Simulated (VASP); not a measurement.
NbH:

```xyz
2
Lattice="-1.6070 1.6070 1.9843 1.6070 -1.6070 1.9843 1.6070 1.6070 -1.9843" Properties=species:S:1:pos:R:3 pbc="T T T"
Nb    0.0000    0.0000    0.0000
H     0.0000    0.0000    1.9843
```

```yaml
Program: VASP 6.6.1
Task: relaxation of cell and atoms
Functional: PBEsol
Potentials_or_basis: VASP PAW PBE potentials, release 64 (Nb_sv, H)
Cutoff: 500 eV
k_mesh: 7 × 7 × 8
Occupations: gaussian, width 0.05 eV
Spin: no spin polarisation
```

At the start: pressure -8.0 GPa; volume 10.25 Å³/atom.

Where does the relaxation end?

Over 3 steps the energy falls by 11.3 meV/atom and the volume is 9.82 Å³/atom (-4.2 %); space group I4/mmm (No. 139, to 0.1 Å) before and after.

Step by step:
| step | energy change (eV) | largest force (eV/Å) | pressure (GPa) | volume (Å³) |
| --- | --- | --- | --- | --- |
| 1 | 0.0000 | 0.0000 | -8.02 | 20.50 |
| 2 | -0.0094 | 0.0000 | 6.97 | 19.01 |
| 3 | -0.0225 | 0.0000 | -0.04 | 19.63 |

Final structure:
```
Nb H
1.0
    -1.58526    1.58526    1.95324
     1.58526   -1.58526    1.95324
     1.58526    1.58526   -1.95324
Nb H
1 1
Cartesian
  0.0000 0.0000 0.0000
  0.0000 0.0000 1.9532
```

Caveat: the PAW data sets were made with another functional, which shifts forces and pressure a little.
